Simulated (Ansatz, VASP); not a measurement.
# Ge: VASP beside Ansatz

INCAR

```
SYSTEM = Ge
  PREC = Accurate
  ENCUT = 520
  EDIFF = 1E-6
  ISMEAR = 0
  SIGMA = 0.15
  LREAL = .False.
  LASPH = .True.
  NELM = 100
  ALGO = Fast
  ISIF = 2
  LWAVE = .False.
  LCHARG = .True.
  GGA = PS
  IVDW = 12
  LELF = .True.
  LVHAR = .True.
  NBANDS = 21
```

KPOINTS

```
regular mesh
0
Gamma
  20 20 12
  0 0 0
```

Contents of POSCAR:

```
Ge
1.0
    1.4415204776     -2.5135518656      0.0000000000
    1.4415204776      2.5135518656      0.0000000000
    0.0000000000      0.0000000000      5.0377366484
Ge
2
Direct
    0.6665533700      0.3334466300      0.2500000000
    0.3334466300      0.6665533700      0.7500000000
```

Input for Ansatz:

```yaml
crystal:
  lattice:
    - [1.4415204776, -2.5135518656, 0.0]
    - [1.4415204776, 2.5135518656, 0.0]
    - [0.0, 0.0, 5.0377366484]
  atoms:
    - { symbol: Ge, position: [0.66655337, 0.33344663, 0.25] }
    - { symbol: Ge, position: [0.33344663, 0.66655337, 0.75] }
basis:
  ecutwfc: 420
kpoints:
  mp_grid: { grid: [20, 20, 12] }
hamiltonian:
  xc: pbesol
  dispersion: d3bj
scf:
  occupations: { method: gaussian, width: 0.15 }
output:
  forces: true
  stress: true
  eigenvalues: true
  write_density: true
  write_potential: true
  elf: true
  volumetric_format: npy
```

Alike in both runs: task single point; functional PBEsol; dispersion D3(BJ); k mesh 20 × 20 × 12; occupations gaussian, width 0.15 eV; no spin polarisation.

|  | VASP | Ansatz |
| --- | --- | --- |
| version | VASP 6.6.1 | Ansatz 0.2.0 |
| potentials or method | VASP PAW PBE potentials, release 64 (Ge_d), cutoff 520 eV | scalar-relativistic, plane waves, PAW |
| valence electrons in the cell | 28 | 28 |

VASP gave:

| Quantity | Value |
| --- | --- |
| gap on the k mesh at the Fermi level (eV) | none |
| pressure (GPa) | -2.5 |
| traceless stress, the component that is largest in VASP (GPa) | -1.53 |

Question: What did Ansatz give for the same quantities?

Answer: gap on the k mesh at the Fermi level (eV): none; pressure (GPa): -2.4; traceless stress, the component that is largest in VASP (GPa): -1.54.

VASP's potentials were made for PBE, not for PBEsol. A gap of «none» marks a metal or a gap that the smearing closes.
